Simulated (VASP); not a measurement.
Wanted: the native input for a VASP 6.6.1 run.

* Task: single point
* Functional: PBE
* Potentials or basis: VASP PAW PBE potentials, release 64 (Ge_d)
* Cutoff: 520 eV
* k mesh: 6 × 6 × 4
* Occupations: gaussian, width 0.1 eV
* Spin: no spin polarisation
* Dipole correction: no
* Further INCAR settings: ALGO = Normal; EDIFF = 1e-06; NBANDS = 36

The structure of Ge lies in POSCAR:

```
Ge
1.0
    1.8686966400     -6.1259343000      0.0000000000
    1.8686966400      6.1259343000      0.0000000000
    0.0000000000      0.0000000000      3.8874153900
Ge
4
Direct
    0.0940261200      0.9059738800      0.5000000000
    0.9059738800      0.0940261200      0.5000000000
    0.1949989000      0.8050011000      0.0000000000
    0.8050011000      0.1949989000      0.0000000000
```

The cell was generated, and may not be a known phase.

One way to write it, as run:

INCAR

```
SYSTEM = Ge
ALGO     = Normal         ! electronic algorithm
EDIFF    = 1E-6           ! SCF threshold, eV
ENCUT    = 520            ! plane-wave cutoff, eV
GGA      = PE             ! functional
ISIF     = 2              ! what is computed and relaxed
ISMEAR   = 0              ! smearing method
LASPH    = .TRUE.         ! aspherical terms in the spheres
LCHARG   = .FALSE.        ! write CHGCAR
LREAL    = .FALSE.        ! projectors in reciprocal space
LWAVE    = .FALSE.        ! write WAVECAR
NBANDS   = 36             ! bands
NELM     = 100            ! most SCF steps
PREC     = Accurate       ! precision mode
SIGMA    = 0.1            ! smearing width, eV
```

KPOINTS

```
k-points
0
G
  6 6 4
  0 0 0
```

Potentials or basis: VASP PAW PBE potentials, release 64 (Ge_d).

Command:

```console
$ cat potpaw_PBE.64/Ge_d/POTCAR > POTCAR
$ mpirun -np 1 vasp_std > vasp.out
```

Results of the run:

| Item | Value |
| --- | --- |
| Pressure | 13.8 GPa |
| Largest force | 0.869 eV/Å |
| Band gap on the k mesh | zero (bands 28 and 29 overlap by 2.58 eV) |

Caveat: the k points lie up to 0.40 Å⁻¹ apart, too coarse for converged energies and pressures of a metal.

Run time: 77 s on 1 thread of Intel(R) Xeon(R) 6975P-C (Granite Rapids) (shared host), peak memory 0.27 GiB.
